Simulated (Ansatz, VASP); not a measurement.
**Two plane-wave programs on Zn2O**

File INCAR:

```
SYSTEM = Zn2O
PREC = Accurate ; ENCUT = 600
EDIFF = 1E-7 ; ISMEAR = 0
SIGMA = 0.1 ; LREAL = .FALSE.
LASPH = .TRUE. ; NELM = 80
ALGO = Normal ; ISIF = 3
LWAVE = .FALSE. ; LCHARG = .FALSE.
GGA = PE ; IBRION = 2
NSW = 100 ; EDIFFG = -0.01
```

Contents of KPOINTS:

```
Automatic mesh
0
G
  12 12 8
  0 0 0
```

The input POSCAR:

```
Zn2O
1.0
    3.0152084722      0.0000000000      0.0000000000
   -1.5076042361      2.6112471346      0.0000000000
    0.0000000000      0.0000000000      4.6436259407
Zn O
2 1
Direct
    0.6666666667      0.3333333333      0.7177190949
    0.3333333333      0.6666666667      0.2822809051
    0.0000000000      0.0000000000      0.0000000000
```

Input for Ansatz:

```yaml
crystal:
  lattice:
    - [3.0152084722, 0.0, 0.0]
    - [-1.5076042361, 2.6112471346, 0.0]
    - [0.0, 0.0, 4.6436259407]
  atoms:
    - { symbol: Zn, position: [0.6666666667, 0.3333333333, 0.7177190949] }
    - { symbol: Zn, position: [0.3333333333, 0.6666666667, 0.2822809051] }
    - { symbol: O, position: [0.0, 0.0, 0.0] }
basis:
  ecutwfc: 420
kpoints:
  mp_grid: { grid: [12, 12, 8] }
hamiltonian:
  xc: pbe
scf:
  occupations: { method: gaussian, width: 0.1 }
output:
  forces: true
  stress: true
  eigenvalues: true
relax:
  adjacent_minimum: "off"
  f_tol: 0.01
  max_steps: 80
  cell: { stress_tol: 0.05 }
```

Alike in both runs: task relaxation of cell and atoms; functional PBE; k mesh 12 × 12 × 8; occupations gaussian, width 0.1 eV; no spin polarisation.

|  | VASP | Ansatz |
| --- | --- | --- |
| version | VASP 6.6.1 | Ansatz 0.2.0 |
| potentials or method | VASP PAW PBE potentials, release 64 (Zn, O), cutoff 600 eV | scalar-relativistic, plane waves, PAW |
| valence electrons in the cell | 30 | 30 |

|  | VASP | Ansatz | Ansatz less VASP |
| --- | --- | --- | --- |
| gap on the k mesh at the Fermi level, each at its own relaxed structure (eV) | none | none | - |
| relaxed volume (Å³/atom) | 12.23 | 12.19 | -0.040 |
| relaxed length of the cell vector where the two differ most in proportion (Å) | 3.026 | 3.021 | -0.0043 |

A gap of «none» marks a metal or a gap that the smearing closes.
